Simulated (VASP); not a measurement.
# ZnS (F-43m) in VASP: a series of runs

The runs below take ZnS through single point, with revPBE, LDA, RPBE.

All numbers are computed with VASP 6.6.1; they aren't measurements. Logs are shortened: lines on timing, memory, paths and dates and some standing lists are left out, and cuts for length are marked.

## (1) The cell of the first run

It takes space group F-43m (No. 216, cubic). The conventional cell has a = 5.404 Å, b = 5.404 Å, c = 5.404 Å, α = 90.00°, β = 90.00°, γ = 90.00°. Within 3.1 Å of Zn (site symmetry -43m) lie 4 S at 2.34 Å. S (site symmetry -43m) has 4 Zn at 2.34 Å within 3.1 Å.

## (2) Single point, revPBE

Input file INCAR:

```
SYSTEM = ZnS
PREC     = Accurate       ! precision mode
ENCUT    = 500            ! plane-wave cutoff, eV
EDIFF    = 1E-6           ! SCF threshold, eV
ISMEAR   = 0              ! smearing method
SIGMA    = 0.01           ! smearing width, eV
LREAL    = .False.        ! projectors in reciprocal space
LASPH    = .True.         ! aspherical terms in the spheres
NELM     = 120            ! most SCF steps
ALGO     = Normal         ! electronic algorithm
ISIF     = 2              ! what is computed and relaxed
LWAVE    = .False.        ! write WAVECAR
LCHARG   = .False.        ! write CHGCAR
GGA      = RE             ! functional
NBANDS   = 16             ! bands
GGA_COMPAT= .False.
```

Input file KPOINTS:

```
Automatic mesh
0
Gamma
  5 5 5
  0 0 0
```

Input file POSCAR:

```
ZnS
1.0
    0.0000000000      2.7020000000      2.7020000000
    2.7020000000      0.0000000000      2.7020000000
    2.7020000000      2.7020000000      0.0000000000
Zn S
1 1
Direct
    0.2500000000      0.2500000000      0.2500000000
    0.0000000000      0.0000000000      0.0000000000
```

Potentials or basis: VASP PAW PBE potentials, release 64 (Zn, S).

On the command line:

```sh
cat potpaw_PBE.64/Zn/POTCAR potpaw_PBE.64/S/POTCAR > POTCAR
mpirun -np 1 vasp_std > vasp.out
```

OUTCAR:

```text
SYSTEM = ZnS
   PREC = Accurate
   ENCUT = 500
   EDIFF = 1E-6
   ISMEAR = 0
   LREAL = .False.
   LASPH = .True.
   NELM = 120
   ISIF = 2
   GGA = RE

 ion  position               nearest neighbor table
   1  0.250  0.250  0.250-   2 2.34   2 2.34   2 2.34   2 2.34
   2  0.000  0.000  0.000-   1 2.34   1 2.34   1 2.34   1 2.34

  LATTYP: Found a face centered cubic cell.
 ALAT       =     5.4040000000

  Lattice vectors:

 A1 = (   0.0000000000,   2.7020000000,   2.7020000000)
 A2 = (   2.7020000000,   0.0000000000,   2.7020000000)
 A3 = (   2.7020000000,   2.7020000000,   0.0000000000)

Analysis of symmetry for initial positions (statically):
=====================================================================
 Subroutine PRICEL returns:
 Original cell was already a primitive cell.

 Routine SETGRP: Setting up the symmetry group for a
 face centered cubic supercell.

 Subroutine GETGRP returns: Found 24 space group operations
 (whereof 24 operations were pure point group operations)
 out of a pool of 48 trial point group operations.

The static configuration has the point symmetry T_d .

Analysis of symmetry for dynamics (positions and initial velocities):
=====================================================================
 Subroutine PRICEL returns:
 Original cell was already a primitive cell.

 Routine SETGRP: Setting up the symmetry group for a
 face centered cubic supercell.

 Subroutine GETGRP returns: Found 24 space group operations
 (whereof 24 operations were pure point group operations)
 out of a pool of 48 trial point group operations.

The dynamic configuration has the point symmetry T_d .

 Subroutine INISYM returns: Found 24 space group operations
 (whereof 24 operations are pure point group operations),
 and found     1 'primitive' translations

----------------------------------------------------------------------------------------

                                     Primitive cell

  volume of cell :      39.4535

  direct lattice vectors                    reciprocal lattice vectors
     0.000000000  2.702000000  2.702000000    -0.185048113  0.185048113  0.185048113
     2.702000000  0.000000000  2.702000000     0.185048113 -0.185048113  0.185048113
     2.702000000  2.702000000  0.000000000     0.185048113  0.185048113 -0.185048113

  length of vectors
     3.821205046  3.821205046  3.821205046     0.320512733  0.320512733  0.320512733

  position of ions in fractional coordinates (direct lattice)
     0.250000000  0.250000000  0.250000000
     0.000000000  0.000000000  0.000000000

  ion indices of the primitive-cell ions
   primitive index   ion index
                 1           1
                 2           2

----------------------------------------------------------------------------------------

 KPOINTS: Automatic mesh

Automatic generation of k-mesh.
 Grid dimensions read from file:
 generate k-points for:    5    5    5

 Generating k-lattice:

  Cartesian coordinates                     Fractional coordinates (reciprocal lattice)
    -0.037009623  0.037009623  0.037009623     0.200000000  0.000000000  0.000000000
     0.037009623 -0.037009623  0.037009623     0.000000000  0.200000000  0.000000000
     0.037009623  0.037009623 -0.037009623     0.000000000  0.000000000  0.200000000

  Length of vectors
     0.064102547  0.064102547  0.064102547

  Shift w.r.t. Gamma in fractional coordinates (k-lattice)
     0.000000000  0.000000000  0.000000000

 Subroutine IBZKPT returns following result:
 ===========================================

 Found     10 irreducible k-points:

 Following reciprocal coordinates:
            Coordinates               Weight
  0.000000  0.000000  0.000000      1.000000
  0.200000  0.000000  0.000000      8.000000
  0.400000  0.000000  0.000000      8.000000
  0.200000  0.200000  0.000000      6.000000
  0.400000  0.200000  0.000000     24.000000
 -0.400000  0.200000  0.000000     24.000000
 -0.200000  0.200000  0.000000     12.000000
  0.400000  0.400000  0.000000      6.000000
 -0.400000  0.400000  0.000000     12.000000
 -0.400000  0.400000  0.200000     24.000000
   k-points           NKPTS =     10   k-points in BZ     NKDIM =     10   number of bands    NBANDS=     16
   number of dos      NEDOS =    301   number of ions     NIONS =      2
   total plane-waves  NPLWV =  21952
   dimension x,y,z NGX =    28 NGY =   28 NGZ =   28
   dimension x,y,z NGXF=    56 NGYF=   56 NGZF=   56
   ions per type =               1   1
   NGX,Y,Z   is equivalent  to a cutoff of  12.18, 12.18, 12.18 a.u.
   NGXF,Y,Z  is equivalent  to a cutoff of  24.36, 24.36, 24.36 a.u.
 SYSTEM =  ZnS
   PREC   = accura    normal or accurate (medium, high low for compatibility)
   ISTART =      0    job   : 0-new  1-cont  2-samecut
   ICHARG =      2    charge: 1-file 2-atom 10-const
   ISPIN  =      1    spin polarized calculation?
   LNONCOLLINEAR =      F non collinear calculations
   LSORBIT =      F    spin-orbit coupling
   LASPH  =      T    aspherical Exc in radial PAW
   ENCUT  =  500.0 eV  36.75 Ry    6.06 a.u.   6.97  6.97  6.97*2*pi/ulx,y,z
   NELM   =    120;   NELMIN=  2; NELMDL= -5     # of ELM steps
   EDIFF  = 0.1E-05   stopping-criterion for ELM
   LREAL  =      F    real-space projection
   EDIFFG = 0.1E-04   stopping-criterion for IOM
   NSW    =      0    number of steps for IOM
   IBRION =     -1    ionic relax: 0-MD 1-quasi-New 2-CG
   NFREE  =      0    steps in history (QN), initial steepest desc. (CG)
   ISIF   =      2    stress and relaxation
   ISYM   =      2    0-nonsym 1-usesym 2-fastsym
   POTIM  = 0.5000    time-step for ionic-motion
   TEBEG  =    0.0;   TEEND  =   0.0 temperature during run
   PSTRESS=    0.0 pullay stress
   NELECT =      18.0000    total number of electrons
   NUPDOWN=      -1.0000    fix difference up-down
   EMIN   =  10.00;   EMAX   =-10.00  energy-range for DOS
   EFERMI =   0.00;   METHOD = LEGACY
   ISMEAR =     0;   SIGMA  =   0.01  broadening in eV -4-tet -1-fermi 0-gaus
   EFERMI_NEDOS =   21; number of points for ismear=-14 and -15
   IALGO  =     38    algorithm
   IMIX   =      4    mixing-type and parameters
     AMIX     =   0.40;   BMIX     =  1.00
     AMIX_MAG =   1.60;   BMIX_MAG =  1.00
  volume/ion in A,a.u.               =      19.73       133.12
  Fermi-wavevector in a.u.,A,eV,Ry     =   1.260290  2.381602 21.610537  1.588330
  Thomas-Fermi vector in A             =   2.393807
   LORBIT       =      0    0 simple, 1 ext, 2 COOP (PROOUT), +10 PAW based schemes
   GGA     = RE    functional components
   LHFCALC =     F    Hartree Fock is set to
   AEXX    =    0.0000 exact exchange contribution
   IVDW    =     0    specifies the selected vdW correction
   LEPSILON=     F    determine dielectric tensor
   LRPA    =     F    only Hartree local field effects (RPA)
 non-spin polarized calculation
 Gauss-broadening in eV      SIGMA  =   0.01
  energy-cutoff  :      500.00
  volume of cell :       39.45
 maximum number of plane-waves:      1006
   NGX = 13   NGY = 13   NGZ = 13

 number of electron      18.0000000 magnetization

 Free energy of the ion-electron system (eV)
  ---------------------------------------------------
  ext. energy  EPLUGINS =         0.00000000
  ---------------------------------------------------
  free energy    TOTEN  =        -6.25211468 eV

  energy without entropy =       -6.25211468  energy(sigma->0) =       -6.25211468

 E-fermi :   2.3146     XC(G=0):  -9.4650

 val. band max:        2.1971384426   @ k =   0.0000   0.0000   0.0000
 cond. band min:       4.4316862915   @ k =   0.0000   0.0000   0.0000
 fundamental gap:      2.2345478489
 Fermi energy:         2.3146099892

 k-point     1 :       0.0000    0.0000    0.0000
  band No.  band energies     occupation
      1     -10.9308      2.00000
      2      -4.1143      2.00000
      3      -4.1143      2.00000
      4      -4.1143      2.00000
      5      -3.6131      2.00000
      6      -3.6131      2.00000
[... 8 lines left out ...]
     15      13.9369      0.00000
     16      14.2618      0.00000

 k-point     2 :       0.2000    0.0000    0.0000
  band No.  band energies     occupation
      1     -10.6487      2.00000
      2      -4.0946      2.00000
      3      -4.0663      2.00000
      4      -4.0663      2.00000
      5      -3.6142      2.00000
      6      -3.6142      2.00000
[... 8 lines left out ...]
     15      13.1148      0.00000
     16      14.8932      0.00000

 k-point     3 :       0.4000    0.0000    0.0000
  band No.  band energies     occupation
      1     -10.1150      2.00000
      2      -4.0060      2.00000
      3      -4.0060      2.00000
      4      -3.7645      2.00000
      5      -3.5906      2.00000
      6      -3.5906      2.00000
[... 8 lines left out ...]
     15      14.6135      0.00000
     16      14.6135      0.00000

 k-point     4 :       0.2000    0.2000    0.0000
  band No.  band energies     occupation
      1     -10.5544      2.00000
      2      -4.1519      2.00000
      3      -4.0169      2.00000
      4      -4.0169      2.00000
      5      -3.6466      2.00000
      6      -3.5870      2.00000
[... 8 lines left out ...]
     15      14.4370      0.00000
     16      17.0756      0.00000

 k-point     5 :       0.4000    0.2000    0.0000
  band No.  band energies     occupation
      1     -10.0936      2.00000
      2      -4.0672      2.00000
      3      -3.9352      2.00000
      4      -3.8894      2.00000
      5      -3.5978      2.00000
      6      -3.5690      2.00000
[... 8 lines left out ...]
     15      15.4102      0.00000
     16      16.7072      0.00000

 k-point     6 :      -0.4000    0.2000    0.0000
  band No.  band energies     occupation
      1      -9.8907      2.00000
      2      -3.9944      2.00000
      3      -3.9319      2.00000
      4      -3.6598      2.00000
      5      -3.5968      2.00000
      6      -3.4019      2.00000
[... 8 lines left out ...]
     15      14.2385      0.00000
     16      16.7192      0.00000

 k-point     7 :      -0.2000    0.2000    0.0000
  band No.  band energies     occupation
      1     -10.2726      2.00000
      2      -4.0114      2.00000
      3      -4.0054      2.00000
      4      -3.9878      2.00000
      5      -3.6342      2.00000
      6      -3.5751      2.00000
[... 8 lines left out ...]
     15      15.1163      0.00000
     16      16.8959      0.00000

 k-point     8 :       0.4000    0.4000    0.0000
  band No.  band energies     occupation
      1      -9.8404      2.00000
      2      -4.1462      2.00000
      3      -3.8131      2.00000
      4      -3.8131      2.00000
      5      -3.5447      2.00000
      6      -3.5357      2.00000
[... 8 lines left out ...]
     15      15.5861      0.00000
     16      18.0579      0.00000

 k-point     9 :      -0.4000    0.4000    0.0000
  band No.  band energies     occupation
      1      -9.7095      2.00000
      2      -4.0533      2.00000
      3      -3.8105      2.00000
      4      -3.7431      2.00000
      5      -3.5654      2.00000
      6      -3.2863      2.00000
[... 8 lines left out ...]
     15      15.1211      0.00000
     16      17.5493      0.00000

 k-point    10 :      -0.4000    0.4000    0.2000
  band No.  band energies     occupation
      1      -9.7835      2.00000
      2      -3.9893      2.00000
      3      -3.8846      2.00000
      4      -3.7215      2.00000
      5      -3.5978      2.00000
      6      -3.3791      2.00000
[... 8 lines left out ...]
     15      15.5756      0.00000
     16      17.6776      0.00000

------------------------ aborting loop because EDIFF is reached ----------------------------------------

  FORCE on cell =-STRESS in cart. coord.  units (eV):
  Direction    XX          YY          ZZ          XY          YZ          ZX
  --------------------------------------------------------------------------------------
  -------------------------------------------------------------------------------------
  Total        0.9067298      0.9067298      0.9067298      0.0000000     -0.0000000     -0.0000000
  in kB       36.8215816     36.8215816     36.8215816      0.0000000     -0.0000000     -0.0000000
  external PRESSURE =      36.8215816 kB  Pullay stress =       0.0000000 kB

 VOLUME and BASIS-vectors are now :
 -----------------------------------------------------------------------------
  energy-cutoff  :      500.00
  volume of cell :       39.45
      direct lattice vectors                 reciprocal lattice vectors
     0.000000000  2.702000000  2.702000000    -0.185048113  0.185048113  0.185048113
     2.702000000  0.000000000  2.702000000     0.185048113 -0.185048113  0.185048113
     2.702000000  2.702000000  0.000000000     0.185048113  0.185048113 -0.185048113

 POSITION                                       TOTAL-FORCE (eV/Angst)
 -----------------------------------------------------------------------------------
      1.35100      1.35100      1.35100        -0.000000     -0.000000     -0.000000
      0.00000      0.00000      0.00000         0.000000      0.000000      0.000000
 -----------------------------------------------------------------------------------
    total drift:                               -0.000000     -0.000000     -0.000000

  FREE ENERGIE OF THE ION-ELECTRON SYSTEM (eV)
  ---------------------------------------------------
  free  energy   TOTEN  =        -6.2521146833 eV

  energy  without entropy=       -6.2521146833  energy(sigma->0) =       -6.25211468
```

Wall time 4.2 s (1 thread of Intel Xeon Platinum 8559C (Emerald Rapids), shared host); peak memory 0.15 GiB.

What came out:

```yaml
Free_energy: -6.2521 eV
Pressure: 3.7 GPa
Band_gap_on_the_k_mesh: 2.23 eV, direct
```

Levels at points of the mesh, in eV from the valence-band top:
```
           k point  band 6  band 7  band 8  band 9  band 10  band 11  band 12  band 13
(0.00, 0.00, 0.00)   -5.81    0.00    0.00    0.00     2.23     6.43     6.43     6.43
```

Caveat: the PAW data sets were made with another functional, which shifts forces and pressure a little.

(Continued in part 2 of 2.)
